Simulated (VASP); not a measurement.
# KI (Fm-3m) in VASP: dielectric tensor with PBE

Aim: the dielectric tensor of KI with PBE.

All numbers are computed with VASP 6.6.1; they aren't measurements. Logs are shortened: lines on timing, memory, paths and dates and some standing lists are left out, and cuts for length are marked.

## 1. The cell of the first run

It takes space group Fm-3m (No. 225, cubic). Conventional cell: a = 7.089 Å, b = 7.089 Å, c = 7.089 Å, α = 90.00°, β = 90.00°, γ = 90.00°. Within 4.7 Å of K (site symmetry m-3m) lie 6 I at 3.54 Å. I (site symmetry m-3m) has 6 K at 3.54 Å within 4.7 Å.

## 2. Dielectric tensor, PBE

The input, INCAR:

```
ALGO = Normal
EDIFF = 1E-8
ENCUT = 400
GGA = PE
GGA_COMPAT = False
ISIF = 2
ISMEAR = 0
LASPH = True
LCHARG = False
LEPSILON = True
LREAL = False
LWAVE = False
NELM = 120
PREC = Accurate
SIGMA = 0.01
```

The input, KPOINTS:

```
k-points
0
Gamma
  6 6 6
```

The input, POSCAR:

```
KI
1.0
    0.0000000000      3.5444850600      3.5444850600
    3.5444850600      0.0000000000      3.5444850600
    3.5444850600      3.5444850600      0.0000000000
K I
1 1
Direct
    0.0000000000      0.0000000000      0.0000000000
    0.5000000000      0.5000000000      0.5000000000
```

Potentials or basis: VASP PAW PBE potentials, release 64 (K_sv, I).

The run is started by

```
> cat potpaw_PBE.64/K_sv/POTCAR potpaw_PBE.64/I/POTCAR > POTCAR
> mpirun -np 1 vasp_std > vasp.out
```

OUTCAR:

```text
EDIFF = 1E-8
   ENCUT = 400
   GGA = PE
   ISIF = 2
   ISMEAR = 0
   LASPH = True
   LEPSILON = True
   LREAL = False
   NELM = 120
   PREC = Accurate

 ion  position               nearest neighbor table
   1  0.000  0.000  0.000-   2 3.54   2 3.54   2 3.54   2 3.54   2 3.54   2 3.54
   2  0.500  0.500  0.500-   1 3.54   1 3.54   1 3.54   1 3.54   1 3.54   1 3.54

  LATTYP: Found a face centered cubic cell.
 ALAT       =     7.0889701200

  Lattice vectors:

 A1 = (   0.0000000000,   3.5444850600,   3.5444850600)
 A2 = (   3.5444850600,   0.0000000000,   3.5444850600)
 A3 = (   3.5444850600,   3.5444850600,   0.0000000000)

Analysis of symmetry for initial positions (statically):
=====================================================================
 Subroutine PRICEL returns:
 Original cell was already a primitive cell.

 Routine SETGRP: Setting up the symmetry group for a
 face centered cubic supercell.

 Subroutine GETGRP returns: Found 48 space group operations
 (whereof 48 operations were pure point group operations)
 out of a pool of 48 trial point group operations.

The static configuration has the point symmetry O_h .

Analysis of symmetry for dynamics (positions and initial velocities):
=====================================================================
 Subroutine PRICEL returns:
 Original cell was already a primitive cell.

 Routine SETGRP: Setting up the symmetry group for a
 face centered cubic supercell.

 Subroutine GETGRP returns: Found 48 space group operations
 (whereof 48 operations were pure point group operations)
 out of a pool of 48 trial point group operations.

The dynamic configuration has the point symmetry O_h .

 Subroutine INISYM returns: Found 48 space group operations
 (whereof 48 operations are pure point group operations),
 and found     1 'primitive' translations

----------------------------------------------------------------------------------------

                                     Primitive cell

  volume of cell :      89.0614
[... 383 lines left out ...]
     0.000000000  3.544485060  3.544485060    -0.141064214  0.141064214  0.141064214
     3.544485060  0.000000000  3.544485060     0.141064214 -0.141064214  0.141064214
     3.544485060  3.544485060  0.000000000     0.141064214  0.141064214 -0.141064214

 POSITION                                       TOTAL-FORCE (eV/Angst)
 -----------------------------------------------------------------------------------
      0.00000      0.00000      0.00000        -0.000000      0.000000     -0.000000
      3.54449      3.54449      3.54449         0.000000     -0.000000      0.000000
 -----------------------------------------------------------------------------------
    total drift:                                0.000000      0.000000      0.000000

  FREE ENERGIE OF THE ION-ELECTRON SYSTEM (eV)
  ---------------------------------------------------
  free  energy   TOTEN  =        -5.5593230660 eV

  energy  without entropy=       -5.5593230660  energy(sigma->0) =       -5.55932307

 HEAD OF MICROSCOPIC STATIC DIELECTRIC TENSOR (INDEPENDENT PARTICLE, excluding Hartree and local field effects)
 ------------------------------------------------------
           3.190067    -0.000000     0.000000
          -0.000000     3.190067    -0.000000
           0.000000    -0.000000     3.190067
 ------------------------------------------------------

 Free energy of the ion-electron system (eV)
  ---------------------------------------------------
  ---------------------------------------------------
  free energy    TOTEN  =        -0.53670828 eV

  energy without entropy =       -0.53670828

------------------------ aborting loop because EDIFF is reached ----------------------------------------

--------------------------------------- Ionic step        2  -------------------------------------------

------------------------ aborting loop because EDIFF is reached ----------------------------------------

--------------------------------------- Ionic step        3  -------------------------------------------

 Free energy of the ion-electron system (eV)
  ---------------------------------------------------
  ---------------------------------------------------
  free energy    TOTEN  =        -0.53670848 eV

  energy without entropy =       -0.53670848

------------------------ aborting loop because EDIFF is reached ----------------------------------------

 PIEZOELECTRIC TENSOR FIELD DIRECTION 3  (e Angst)
 -----------------------------------------------------------------------------
    -0.00018  0.00000  0.00000           (  0.00001  0.00000  0.00000)
     0.00000 -0.00018  0.00000           (  0.00000  0.00001  0.00000)
     0.00000 -0.00000 -0.00120           (  0.00000  0.00000  0.00001)

 PIEZOELECTRIC TENSOR FIELD DIRECTION 3  (C/m^2)
 -----------------------------------------------------------------------------
    -0.00003  0.00000  0.00000
     0.00000 -0.00003  0.00000
     0.00000 -0.00000 -0.00022

 MACROSCOPIC STATIC DIELECTRIC TENSOR (including local field effects in DFT)
 ------------------------------------------------------
           2.859413     0.000000    -0.000000
           0.000000     2.859413    -0.000000
           0.000000     0.000000     2.859413
 ------------------------------------------------------

 PIEZOELECTRIC TENSOR (including local field effects)  for field in x, y, z        (e  Angst)
          XX          YY          ZZ          XY          YZ          ZX
  --------------------------------------------------------------------------------
  x     0.00000     0.00000     0.00000     0.00000     0.00000     0.00000
  y     0.00000     0.00000     0.00000     0.00000     0.00000     0.00000
  z     0.00000     0.00000     0.00000     0.00000     0.00000     0.00000

 PIEZOELECTRIC TENSOR (including local field effects)  for field in x, y, z        (C/m^2)
          XX          YY          ZZ          XY          YZ          ZX
  --------------------------------------------------------------------------------
  x     0.00000     0.00000     0.00000     0.00000     0.00000     0.00000
  y     0.00000     0.00000     0.00000     0.00000     0.00000     0.00000
  z     0.00000     0.00000     0.00000     0.00000     0.00000     0.00000

 BORN EFFECTIVE CHARGES (including local field effects) (in |e|, cummulative output)
 ---------------------------------------------------------------------------------
 ion    1
    1     1.14515     0.00000     0.00000
    2    -0.00000     1.14515     0.00000
    3     0.00000     0.00000     1.14515
 ion    2
    1    -1.14515    -0.00000     0.00000
    2     0.00000    -1.14515     0.00000
    3     0.00000     0.00000    -1.14515
```

stdout:

```text
POSCAR found type information on POSCAR K I
 POSCAR found :  2 types and       2 ions
 scaLAPACK will be used
 LDA part: xc-table for (Slater+PW92), standard interpolation
 POSCAR, INCAR and KPOINTS ok, starting setup
 FFT: planning ... GRIDC
 FFT: planning ... GRID_SOFT
 FFT: planning ... GRID
 WAVECAR not read
 entering main loop
 Linear response reoptimize wavefunctions to high precision
 Linear response G [H, r] |phi>, progress :
  Direction:   1
 Linear response G [H, r] |phi>, progress :
  Direction:   2
 Linear response G [H, r] |phi>, progress :
  Direction:   3
 Linear response to external field (no local field effect), progress :
  Direction:   1
 dielectric tensor                  component  1 :     3.427     0.386     0.165
 Linear response to external field (no local field effect), progress :
  Direction:   2
 dielectric tensor                  component  2 :     0.386     3.292    -0.225
 Linear response to external field (no local field effect), progress :
  Direction:   3
 dielectric tensor                  component  3 :     0.165    -0.225     2.851
 Linear response to external field, progress :
  Direction:   1
 dielectric tensor                  component  1 :     2.859     0.284     0.093
 Linear response to external field, progress :
  Direction:   2
 dielectric tensor                  component  2 :     0.219     2.859    -0.089
 Linear response to external field, progress :
  Direction:   3
 dielectric tensor                  component  3 :     0.003     0.085     2.859
 Born effective charges drift removed
```

It took 5.5 min on 1 thread of AMD EPYC 7R43 (Zen 3), shared host; peak memory 0.23 GiB.

Results:

* Band gap on the k mesh: 3.94 eV, direct
* Electronic dielectric tensor (diagonal): 2.86
* Born charges (mean of the diagonal): K +1.15; I -1.15 e

Levels at points of the mesh, in eV from the valence-band top:
```
           k point  band 6  band 7  band 8  band 9  band 10  band 11
(0.00, 0.00, 0.00)    0.00    0.00    0.00    3.94     6.50     6.50
(0.50, 0.00, 0.00)   -1.30   -0.33   -0.33    5.51     7.68     8.12
(0.50, 0.50, 0.00)   -0.98   -0.36   -0.36    4.95     5.74     8.09
```

Electronic dielectric tensor:
```
2.86 0.00 0.00
0.00 2.86 0.00
0.00 0.00 2.86
```

Born effective charge tensors (e):
atom 1, K
```
1.15 0.00 0.00
0.00 1.15 0.00
0.00 0.00 1.15
```
atom 2, I
```
-1.15  0.00  0.00
 0.00 -1.15  0.00
 0.00  0.00 -1.15
```

Caveat: spin-orbit coupling is left out, which moves the levels of the heavy elements.
